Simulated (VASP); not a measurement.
Input of a VASP 6.6.1 run:

INCAR

```
SYSTEM = Co
PREC = Accurate ; ENCUT = 520
EDIFF = 1E-6 ; ISMEAR = -1
SIGMA = 0.08 ; LREAL = .FALSE.
LASPH = .TRUE. ; NELM = 60
ALGO = Normal ; ISIF = 2
LWAVE = .FALSE. ; LCHARG = .FALSE.
GGA = PE ; NBANDS = 16
```

Contents of KPOINTS:

```
Automatic mesh
0
G
  15 15 8
  0 0 0
```

The input POSCAR:

```
Co
1.0
    2.3276639683      0.0000000000      0.0000000000
   -1.1638319841      2.0158161280      0.0000000000
    0.0000000000      0.0000000000      3.7781604788
Co
2
Direct
    0.3333333333      0.6666666667      0.2500000000
    0.6666666667      0.3333333333      0.7500000000
```

Potentials or basis: VASP PAW PBE potentials, release 64 (Co).

Run with:

```console
$ cat potpaw_PBE.64/Co/POTCAR > POTCAR
$ mpirun -np 1 vasp_std > vasp.out
```

(1) Estimate the pressure.

(2) Predict the band gap on the k mesh.

Answers

(1) 54.2 GPa.

(2) zero (band 9 reaches 13.99 eV, above the bottom of band 10 at 12.05 eV).

Caveat: the run has no spin polarisation, though such a crystal can be magnetic.
